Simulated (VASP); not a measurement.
Set up this calculation in VASP 6.6.1, as the native input.

```yaml
Task: single point
Functional: PBE-based global hybrid with 10 % exact exchange
Potentials_or_basis: VASP PAW PBE potentials, release 64 (B, Bi_d)
Cutoff: 420 eV
k_mesh: 4 × 4 × 4
Occupations: fermi-dirac, width 0.02 eV
Spin: no spin polarisation
Dipole_correction: no
Grid_for_exact_exchange_PRECFOCK: Normal
Share_of_exact_exchange: 0.1
Further_INCAR_settings: ALGO = Normal; EDIFF = 1e-06; NBANDS = 16
```

The system is BiB.

```xyz
2
Lattice="0.0000 2.6268 2.6268 2.6268 0.0000 2.6268 2.6268 2.6268 0.0000" Properties=species:S:1:pos:R:3 pbc="T T T"
B     0.0000    0.0000    0.0000
Bi    2.6268    2.6268    2.6268
```

These files were run (other wordings do the same):

POSCAR

```
BiB
1.0
    0.0000000000      2.6268329169      2.6268329169
    2.6268329169      0.0000000000      2.6268329169
    2.6268329169      2.6268329169      0.0000000000
B Bi
1 1
Direct
    0.0000000000      0.0000000000      0.0000000000
    0.5000000000      0.5000000000      0.5000000000
```

INCAR.step1

```
PREC = Accurate ; ENCUT = 420
EDIFF = 1E-5 ; ISMEAR = -1
SIGMA = 0.02 ; LREAL = False
LASPH = True ; NELM = 120
ALGO = Normal ; ISIF = 2
LWAVE = True ; LCHARG = False
GGA = PE ; NBANDS = 16
GGA_COMPAT = False
```

INCAR.step2

```
PREC = Accurate ; ENCUT = 420
EDIFF = 1E-6 ; ISMEAR = -1
SIGMA = 0.02 ; LREAL = False
LASPH = True ; NELM = 120
ALGO = Normal ; ISIF = 2
LWAVE = False ; LCHARG = False
GGA = PE ; LHFCALC = True
AEXX = 0.1 ; PRECFOCK = Normal
ISTART = 1 ; NBANDS = 16
GGA_COMPAT = False
```

KPOINTS

```
regular mesh
0
Gamma
  4 4 4
```

Potentials or basis: VASP PAW PBE potentials, release 64 (B, Bi_d).

Command:

```sh
$ cat potpaw_PBE.64/B/POTCAR potpaw_PBE.64/Bi_d/POTCAR > POTCAR
$ cp INCAR.step1 INCAR
$ mpirun -np 1 vasp_std > vasp.out
$ cp INCAR.step2 INCAR
$ mpirun -np 1 vasp_std > vasp.out
```

Results of the run:

The pressure is 3.5 GPa and the band gap on the k mesh is zero (bands 9 and 10 overlap by 4.52 eV).

Caveat: the k points lie up to 0.52 Å⁻¹ apart, too coarse for converged energies and pressures of a metal; the PAW data sets were made with another functional, which shifts forces and pressure a little; spin-orbit coupling is left out, which moves the levels of the heavy elements.

It took 6.4 min on 1 thread of AMD EPYC 7R43 64-Core Processor (Zen 3) (shared host), peak memory 0.12 GiB.
